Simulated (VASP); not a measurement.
Write the native input for VASP 6.6.1 that does the following.

| Quantity | Value |
| --- | --- |
| Task | single point |
| Functional | PBE |
| Potentials or basis | VASP PAW PBE potentials, release 64 (K_sv, Br) |
| Cutoff | 520 eV |
| k mesh | 6 × 6 × 6 |
| Occupations | gaussian, width 0.05 eV |
| Spin | no spin polarisation |
| Dipole correction | no |
| Further INCAR settings | ALGO = Normal; EDIFF = 1e-06; NBANDS = 15 |

The structure of KBr lies in POSCAR:

```
KBr
1.0
    0.0000000000      3.5559000000      3.0291000000
    3.5559000000      0.0000000000      3.0291000000
    3.5559000000      3.5559000000      0.0000000000
K Br
1 1
Direct
    0.0000000000      0.0000000000      0.0000000000
    0.5000000000      0.5000000000      0.5000000000
```

This cell differs from its parent crystal: strain +0.080 along x and y, -0.080 along z.

One way to write it, as run:

INCAR

```
SYSTEM = KBr
PREC = Accurate
ENCUT = 520
EDIFF = 1E-6
ISMEAR = 0
SIGMA = 0.05
LREAL = .FALSE.
LASPH = .TRUE.
NELM = 60
ALGO = Normal
ISIF = 2
LWAVE = .FALSE.
LCHARG = .FALSE.
GGA = PE
NBANDS = 15
```

KPOINTS

```
regular mesh
0
G
  6 6 6
  0 0 0
```

Potentials or basis: VASP PAW PBE potentials, release 64 (K_sv, Br).

Run with:

```console
$ cat potpaw_PBE.64/K_sv/POTCAR potpaw_PBE.64/Br/POTCAR > POTCAR
$ mpirun -np 1 vasp_std > vasp.out
```

Results of the run:

```yaml
Pressure: 1.0 GPa
Band_gap_on_the_k_mesh: 4.17 eV
```

Caveat: the cell differs from its parent crystal (strain +0.080 along x and y, -0.080 along z).

Wall time 46 s on 1 thread of Intel Xeon 8259CL, on a shared host, peak memory 0.23 GiB.
